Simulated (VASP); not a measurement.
# Rh (Im-3m) in VASP: notebook

Runs on Rh. Level: PBE. Tasks: single point, relaxation of cell and atoms.

All numbers are computed with VASP 6.6.1; they aren't measurements. Logs are shortened: lines on timing, memory, paths and dates and some standing lists are left out, and cuts for length are marked.

### Step 1. The cell of the first run

The structure is cubic, space group Im-3m (No. 229). The conventional cell has a = 3.070 Å, b = 3.070 Å, c = 3.070 Å, α = 90.00°, β = 90.00°, γ = 90.00°. Within 3.5 Å of Rh (site symmetry m-3m) lie 14 Rh at 2.66 to 3.07 Å.

This isn't the form of Rh at room conditions, which is fcc.

### Step 2. Single point, PBE

Input file INCAR:

```
SYSTEM = Rh
PREC = Accurate
ENCUT = 520
EDIFF = 1E-6
ISMEAR = -1
SIGMA = 0.05
LREAL = .FALSE.
LASPH = .TRUE.
NELM = 60
ALGO = Normal
ISIF = 2
LWAVE = .FALSE.
LCHARG = .FALSE.
GGA = PE
NBANDS = 14
```

Input file KPOINTS:

```
regular mesh
0
G
  19 19 19
  0 0 0
```

Input file POSCAR:

```
Rh
1.0
   -1.5352343137      1.5352343137      1.5352343137
    1.5352343137     -1.5352343137      1.5352343137
    1.5352343137      1.5352343137     -1.5352343137
Rh
1
Direct
    0.0000000000      0.0000000000      0.0000000000
```

Potentials or basis: VASP PAW PBE potentials, release 64 (Rh_pv).

On the command line:

```
$ cat potpaw_PBE.64/Rh_pv/POTCAR > POTCAR
$ mpirun -np 1 vasp_std > vasp.out
```

OUTCAR:

```text
SYSTEM = Rh
   PREC = Accurate
   ENCUT = 520
   EDIFF = 1E-6
   ISMEAR = -1
   LREAL = .FALSE.
   LASPH = .TRUE.
   NELM = 60
   ISIF = 2
   GGA = PE

 ion  position               nearest neighbor table
   1  0.000  0.000  0.000-

  LATTYP: Found a body centered cubic cell.
 ALAT       =     3.0704686274

  Lattice vectors:

 A1 = (  -1.5352343137,   1.5352343137,   1.5352343137)
 A2 = (   1.5352343137,  -1.5352343137,   1.5352343137)
 A3 = (   1.5352343137,   1.5352343137,  -1.5352343137)

Analysis of symmetry for initial positions (statically):
=====================================================================
 Subroutine PRICEL returns:
 Original cell was already a primitive cell.

 Routine SETGRP: Setting up the symmetry group for a
 body centered cubic supercell.

 Subroutine GETGRP returns: Found 48 space group operations
 (whereof 48 operations were pure point group operations)
 out of a pool of 48 trial point group operations.

The static configuration has the point symmetry O_h .

Analysis of symmetry for dynamics (positions and initial velocities):
=====================================================================
 Subroutine PRICEL returns:
 Original cell was already a primitive cell.

 Routine SETGRP: Setting up the symmetry group for a
 body centered cubic supercell.

 Subroutine GETGRP returns: Found 48 space group operations
 (whereof 48 operations were pure point group operations)
 out of a pool of 48 trial point group operations.

The dynamic configuration has the point symmetry O_h .

 Subroutine INISYM returns: Found 48 space group operations
 (whereof 48 operations are pure point group operations),
 and found     1 'primitive' translations

----------------------------------------------------------------------------------------

                                     Primitive cell

  volume of cell :      14.4738

  direct lattice vectors                    reciprocal lattice vectors
    -1.535234314  1.535234314  1.535234314     0.000000000  0.325683184  0.325683184
     1.535234314 -1.535234314  1.535234314     0.325683184  0.000000000  0.325683184
     1.535234314  1.535234314 -1.535234314     0.325683184  0.325683184  0.000000000

  length of vectors
     2.659103833  2.659103833  2.659103833     0.460585576  0.460585576  0.460585576

  position of ions in fractional coordinates (direct lattice)
     0.000000000  0.000000000  0.000000000

  ion indices of the primitive-cell ions
   primitive index   ion index
                 1           1

----------------------------------------------------------------------------------------

 KPOINTS: regular mesh

Automatic generation of k-mesh.
 Grid dimensions read from file:
 generate k-points for:   19   19   19

 Generating k-lattice:

  Cartesian coordinates                     Fractional coordinates (reciprocal lattice)
     0.000000000  0.017141220  0.017141220     0.052631579  0.000000000  0.000000000
     0.017141220  0.000000000  0.017141220     0.000000000  0.052631579  0.000000000
     0.017141220  0.017141220  0.000000000     0.000000000  0.000000000  0.052631579

  Length of vectors
     0.024241346  0.024241346  0.024241346

  Shift w.r.t. Gamma in fractional coordinates (k-lattice)
     0.000000000  0.000000000  0.000000000

 Subroutine IBZKPT returns following result:
 ===========================================

 Found    220 irreducible k-points:

 Following reciprocal coordinates:
            Coordinates               Weight
  0.000000  0.000000  0.000000      1.000000
  0.052632  0.000000  0.000000     12.000000
  0.105263  0.000000  0.000000     12.000000
  0.157895  0.000000  0.000000     12.000000
  0.210526  0.000000  0.000000     12.000000
  0.263158  0.000000  0.000000     12.000000
[... 16 lines left out ...]
  0.263158  0.105263  0.000000     48.000000
  0.315789  0.105263 -0.000000     48.000000
 [... further k-points ...]
   k-points           NKPTS =    220   k-points in BZ     NKDIM =    220   number of bands    NBANDS=     14
   number of dos      NEDOS =    301   number of ions     NIONS =      1
   total plane-waves  NPLWV =   8000
   dimension x,y,z NGX =    20 NGY =   20 NGZ =   20
   dimension x,y,z NGXF=    40 NGYF=   40 NGZF=   40
   ions per type =               1
   NGX,Y,Z   is equivalent  to a cutoff of  12.50, 12.50, 12.50 a.u.
   NGXF,Y,Z  is equivalent  to a cutoff of  25.01, 25.01, 25.01 a.u.
 SYSTEM =  Rh
   PREC   = accura    normal or accurate (medium, high low for compatibility)
   ISTART =      0    job   : 0-new  1-cont  2-samecut
   ICHARG =      2    charge: 1-file 2-atom 10-const
   ISPIN  =      1    spin polarized calculation?
   LNONCOLLINEAR =      F non collinear calculations
   LSORBIT =      F    spin-orbit coupling
   LASPH  =      T    aspherical Exc in radial PAW
   ENCUT  =  520.0 eV  38.22 Ry    6.18 a.u.   4.94  4.94  4.94*2*pi/ulx,y,z
   NELM   =     60;   NELMIN=  2; NELMDL= -5     # of ELM steps
   EDIFF  = 0.1E-05   stopping-criterion for ELM
   LREAL  =      F    real-space projection
   EDIFFG = 0.1E-04   stopping-criterion for IOM
   NSW    =      0    number of steps for IOM
   IBRION =     -1    ionic relax: 0-MD 1-quasi-New 2-CG
   NFREE  =      0    steps in history (QN), initial steepest desc. (CG)
   ISIF   =      2    stress and relaxation
   ISYM   =      2    0-nonsym 1-usesym 2-fastsym
   POTIM  = 0.5000    time-step for ionic-motion
   TEBEG  =    0.0;   TEEND  =   0.0 temperature during run
   PSTRESS=    0.0 pullay stress
   NELECT =      15.0000    total number of electrons
   NUPDOWN=      -1.0000    fix difference up-down
   EMIN   =  10.00;   EMAX   =-10.00  energy-range for DOS
   EFERMI =   0.00;   METHOD = LEGACY
   ISMEAR =    -1;   SIGMA  =   0.05  broadening in eV -4-tet -1-fermi 0-gaus
   EFERMI_NEDOS =   21; number of points for ismear=-14 and -15
   IALGO  =     38    algorithm
   IMIX   =      4    mixing-type and parameters
     AMIX     =   0.40;   BMIX     =  1.00
     AMIX_MAG =   1.60;   BMIX_MAG =  1.00
  volume/ion in A,a.u.               =      14.47        97.67
  Fermi-wavevector in a.u.,A,eV,Ry     =   1.656700  3.130709 37.343305  2.744655
  Thomas-Fermi vector in A             =   2.744580
   LORBIT       =      0    0 simple, 1 ext, 2 COOP (PROOUT), +10 PAW based schemes
   GGA     = PE    functional components
   LHFCALC =     F    Hartree Fock is set to
   AEXX    =    0.0000 exact exchange contribution
   IVDW    =     0    specifies the selected vdW correction
   LEPSILON=     F    determine dielectric tensor
   LRPA    =     F    only Hartree local field effects (RPA)
 non-spin polarized calculation
  energy-cutoff  :      520.00
  volume of cell :       14.47
 maximum number of plane-waves:       402
   NGX =  9   NGY =  9   NGZ =  9

 number of electron      15.0000005 magnetization

 Free energy of the ion-electron system (eV)
  ---------------------------------------------------
  ext. energy  EPLUGINS =         0.00000000
  ---------------------------------------------------
  free energy    TOTEN  =        -6.91345120 eV

  energy without entropy =       -6.88986255  energy(sigma->0) =       -6.90165688

 E-fermi :  10.8094     XC(G=0): -13.6841

 val. band max:       10.8092485091   @ k =  -0.2105   0.2632   0.0526
 cond. band min:      10.8103177134   @ k =   0.1579   0.1579   0.0000
 fundamental gap:      0.0010692043
 Fermi energy:        10.8094113994

 k-point     1 :       0.0000    0.0000    0.0000
  band No.  band energies     occupation
      1     -35.1507      2.00000
      2     -35.1507      2.00000
      3     -35.1507      2.00000
      4       3.4106      2.00000
      5       8.0789      2.00000
      6       8.0789      2.00000
      7       8.0789      2.00000
      8      10.4016      1.99943
      9      10.4016      1.99943
     10      29.2599      0.00000
     11      29.2599      0.00000
     12      29.2599      0.00000
     13      31.9619      0.00000
     14      38.8661      0.00000

 k-point     2 :       0.0526    0.0000    0.0000
  band No.  band energies     occupation
      1     -35.1682      2.00000
      2     -35.1565      2.00000
      3     -35.1507      2.00000
      4       3.5236      2.00000
      5       8.0341      2.00000
      6       8.0786      2.00000
      7       8.1673      2.00000
      8      10.3452      1.99981
      9      10.4047      1.99939
     10      29.2973      0.00000
     11      29.3033      0.00000
     12      29.4182      0.00000
     13      31.9619      0.00000
     14      37.8259      0.00000

 k-point     3 :       0.1053    0.0000    0.0000
  band No.  band energies     occupation
      1     -35.2188      2.00000
      2     -35.1734      2.00000
      3     -35.1506      2.00000
      4       3.8506      2.00000
      5       7.9071      2.00000
      6       8.0730      2.00000
      7       8.4283      2.00000
      8      10.2074      1.99999
      9      10.4151      1.99925
     10      29.2995      0.00000
     11      29.3649      0.00000
     12      29.8810      0.00000
     13      31.9615      0.00000
     14      36.4229      0.00000
[... 324 lines left out ...]
 k-point    23 :       0.2632    0.1053    0.0000
  band No.  band energies     occupation
      1     -35.5983      2.00000
      2     -35.3073      2.00000
      3     -35.1747      2.00000
      4       5.8060      2.00000
      5       7.0925      2.00000
      6       8.4303      2.00000
      7       9.9938      2.00000
      8      10.7103      1.75799
      9      11.5209      0.00000
     10      24.5927      0.00000
     11      26.8431      0.00000
     12      30.5067      0.00000
     13      31.9650      0.00000
     14      33.2549      0.00000

 k-point    24 :       0.3158    0.1053   -0.0000
  band No.  band energies     occupation
      1     -35.6709      2.00000
      2     -35.3417      2.00000
      3     -35.1752      2.00000
      4       5.7426      2.00000
      5       6.9199      2.00000
      6       9.0995      2.00000
      7      10.1613      2.00000
      8      10.8437      0.67027
      9      12.4496      0.00000
     10      22.6992      0.00000
     11      26.1258      0.00000
     12      29.4011      0.00000
     13      31.9636      0.00000
     14      34.2266      0.00000

 [... further k-points ...]

------------------------ aborting loop because EDIFF is reached ----------------------------------------

  FORCE on cell =-STRESS in cart. coord.  units (eV):
  Direction    XX          YY          ZZ          XY          YZ          ZX
  --------------------------------------------------------------------------------------
  -------------------------------------------------------------------------------------
  Total        0.0026294      0.0026294      0.0026294     -0.0000000     -0.0000000     -0.0000000
  in kB        0.2910629      0.2910629      0.2910629     -0.0000000     -0.0000000     -0.0000000
  external PRESSURE =       0.2910629 kB  Pullay stress =       0.0000000 kB

 VOLUME and BASIS-vectors are now :
 -----------------------------------------------------------------------------
  energy-cutoff  :      520.00
  volume of cell :       14.47
      direct lattice vectors                 reciprocal lattice vectors
    -1.535234314  1.535234314  1.535234314     0.000000000  0.325683184  0.325683184
     1.535234314 -1.535234314  1.535234314     0.325683184  0.000000000  0.325683184
     1.535234314  1.535234314 -1.535234314     0.325683184  0.325683184  0.000000000

 POSITION                                       TOTAL-FORCE (eV/Angst)
 -----------------------------------------------------------------------------------
      0.00000      0.00000      0.00000        -0.000000     -0.000000      0.000000
 -----------------------------------------------------------------------------------
    total drift:                                0.000000     -0.000000      0.000000

  FREE ENERGIE OF THE ION-ELECTRON SYSTEM (eV)
  ---------------------------------------------------
  free  energy   TOTEN  =        -6.9134511968 eV

  energy  without entropy=       -6.8898625548  energy(sigma->0) =       -6.90165688
```

It took 34 s on 1 thread of Intel Xeon 8259CL, shared host; peak memory 0.16 GiB.

Results:

```
Free energy            : -6.9135 eV
Pressure               : 0.0 GPa
Band gap on the k mesh : zero (an odd number of electrons rules out a gap without spin polarisation)
```

### Step 3. Relaxation of cell and atoms, PBE

This run uses another cell than the first one, of 14.05 Å³/atom.

Input file INCAR:

```
  PREC = Accurate
  ENCUT = 600
  EDIFF = 1E-7
  ISMEAR = -1
  SIGMA = 0.05
  LREAL = False
  LASPH = True
  NELM = 80
  ALGO = Normal
  ISIF = 3
  LWAVE = False
  LCHARG = False
  GGA = PE
  IBRION = 2
  NSW = 60
  EDIFFG = -0.005
```

Input file KPOINTS:

```
regular mesh
0
Gamma
  19 19 19
```

Input file POSCAR:

```
Rh
1.0
   -1.5200998318      1.5200998318      1.5200998318
    1.5200998318     -1.5200998318      1.5200998318
    1.5200998318      1.5200998318     -1.5200998318
Rh
1
Direct
    0.0000000000      0.0000000000      0.0000000000
```

Potentials or basis: VASP PAW PBE potentials, release 64 (Rh_pv).

On the command line:

```
$ cat potpaw_PBE.64/Rh_pv/POTCAR > POTCAR
$ mpirun -np 1 vasp_std > vasp.out
```

Run time: 1.8 min. Hardware: 1 thread of Intel Xeon 8259CL, shared host; peak memory 0.18 GiB.

Results (log left out):

```
Free energy                           : -6.9128 eV
Relaxed volume                        : 14.47 Å³/atom
Relaxed cell                          : a = 2.659 Å, b = 2.659 Å, c = 2.659 Å, α = 109.47°, β = 109.47°, γ = 109.47°
Space group after relaxing (to 0.1 Å) : Im-3m (No. 229)
Energy gained by relaxing             : 9.3 meV/atom
Ionic steps                           : 4
Pressure after relaxing               : 0.0 GPa
Band gap on the k mesh                : zero (an odd number of electrons rules out a gap without spin polarisation)
```

The path:
| step | energy change (eV) | largest force (eV/Å) | pressure (GPa) | volume (Å³) |
| --- | --- | --- | --- | --- |
| 1 | 0.0000 | 0.0000 | 7.39 | 14.05 |
| 2 | 0.0300 | 0.0000 | -12.51 | 15.41 |
| 3 | -0.0093 | 0.0000 | -0.09 | 14.48 |
| 4 | -0.0093 | 0.0000 | -0.01 | 14.47 |

Final structure:
```
Rh
1.0
    -1.53500    1.53500    1.53500
     1.53500   -1.53500    1.53500
     1.53500    1.53500   -1.53500
Rh
1
Direct
  0.00000 0.00000 0.00000
```

Levels at points of the mesh, in eV from the Fermi level:
| k point | band 5 | band 6 | band 7 | band 8 | band 9 | band 10 |
| --- | --- | --- | --- | --- | --- | --- |
| (0.00, 0.00, 0.00) | -2.73 | -2.73 | -2.73 | -0.41 | -0.41 | 18.45 |
